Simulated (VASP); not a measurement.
Input of a VASP 6.6.1 run:

The input INCAR:

```
PREC = Accurate ; ENCUT = 520
EDIFF = 1E-6 ; ISMEAR = -1
SIGMA = 0.1 ; LREAL = False
LASPH = True ; NELM = 80
ALGO = Normal ; ISIF = 2
LWAVE = False ; LCHARG = True
GGA = RE ; LELF = True
LVHAR = True ; NBANDS = 12
```

File KPOINTS:

```
regular mesh
0
Gamma
  14 14 14
```

The input POSCAR:

```
Zr
1.0
   -1.7762841910      1.7762841910      1.7762841910
    1.7762841910     -1.7762841910      1.7762841910
    1.7762841910      1.7762841910     -1.7762841910
Zr
1
Direct
    0.0000000000      0.0000000000      0.0000000000
```

Potentials or basis: VASP PAW PBE potentials, release 64 (Zr_sv).

Run with:

```console
$ cat potpaw_PBE.64/Zr_sv/POTCAR > POTCAR
$ mpirun -np 1 vasp_std > vasp.out
```

Task: What does it give for the band gap on the k mesh?

Result: Zero (band 6 reaches 10.35 eV, above the bottom of band 7 at 8.54 eV).

Task: Predict the pressure.

Result: 3.6 GPa.

Caveat: the PAW data sets were made with another functional, which shifts forces and pressure a little.
